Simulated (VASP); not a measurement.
Set up this calculation in VASP 6.6.1, as the native input.

```yaml
Task: single point
Functional: PBE
Potentials_or_basis: VASP PAW PBE potentials, release 64 (Ge_d)
Cutoff: 520 eV
k_mesh: 20 × 20 × 18
Occupations: gaussian, width 0.15 eV
Spin: no spin polarisation
Dipole_correction: no
Further_INCAR_settings: ALGO = Normal; EDIFF = 1e-06; NBANDS = 13
```

The structure of Ge lies in POSCAR:

```
Ge
1.0
    1.3622202750     -2.5355031000      0.0000000000
    1.3622202750      2.5355031000      0.0000000000
    0.0000000000      0.0000000000      2.6307752250
Ge
1
Direct
    0.5000000000      0.5000000000      0.0000000000
```

This cell differs from its parent crystal: strain -0.025 along x and y, -0.025 along z.

The input as run:

INCAR

```
  PREC = Accurate
  ENCUT = 520
  EDIFF = 1E-6
  ISMEAR = 0
  SIGMA = 0.15
  LREAL = F
  LASPH = T
  NELM = 100
  ALGO = Normal
  ISIF = 2
  LWAVE = F
  LCHARG = F
  GGA = PE
  NBANDS = 13
```

KPOINTS

```
regular mesh
0
Gamma
  20 20 18
```

Potentials or basis: VASP PAW PBE potentials, release 64 (Ge_d).

Command:

```console
$ cat potpaw_PBE.64/Ge_d/POTCAR > POTCAR
$ mpirun -np 1 vasp_std > vasp.out
```

Results of the run:

```json
{
  "Pressure": "4.9 GPa",
  "Band gap on the k mesh": "zero (bands 7 and 8 overlap by 10.45 eV)"
}
```

Caveat: the cell differs from its parent crystal (strain -0.025 along x and y, -0.025 along z); the cell stands under pressure.

It took 2.6 min on 1 thread of AMD EPYC 7R13 (shared host), peak memory 0.31 GiB.
